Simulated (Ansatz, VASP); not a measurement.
## One calculation of SrTiO3, two programs

```
Sr Ti O
1.0
     4.02832    0.00000    0.00000
     0.00000    4.02832    0.00000
     0.00000    0.00000    3.75258
Sr Ti O
1 1 3
Direct
  0.00000 0.00000 0.00000
  0.50000 0.50000 0.50000
  0.00000 0.50000 0.50000
  0.50000 0.00000 0.50000
  0.50000 0.50000 0.00000
```

Change from the starting cell: mode 1 frozen in at +0.000 Å, strain +e along z and -e/2 along x and y -0.0467.

Alike in both runs: task single point; functional PBE; k mesh 8 × 8 × 8; occupations gaussian, width 0.05 eV; no spin polarisation.

|  | VASP | Ansatz |
| --- | --- | --- |
| version | VASP 6.6.1 | Ansatz 0.2.0 |
| potentials or method | VASP PAW PBE potentials, release 64 (Sr_sv, Ti_sv, O), cutoff 520 eV | scalar-relativistic, plane waves, PAW |
| valence electrons in the cell | 40 | 40 |

|  | VASP | Ansatz | Ansatz less VASP |
| --- | --- | --- | --- |
| gap on the k mesh at the Fermi level (eV) | 1.73 | 1.76 | +0.039 |
| least direct gap on the mesh (eV) | 2.06 | 2.08 | +0.023 |
| pressure (GPa) | 2.4 | 1.7 | -0.70 |
| traceless stress, the component that is largest in VASP (GPa) | 11.87 | 11.71 | -0.156 |
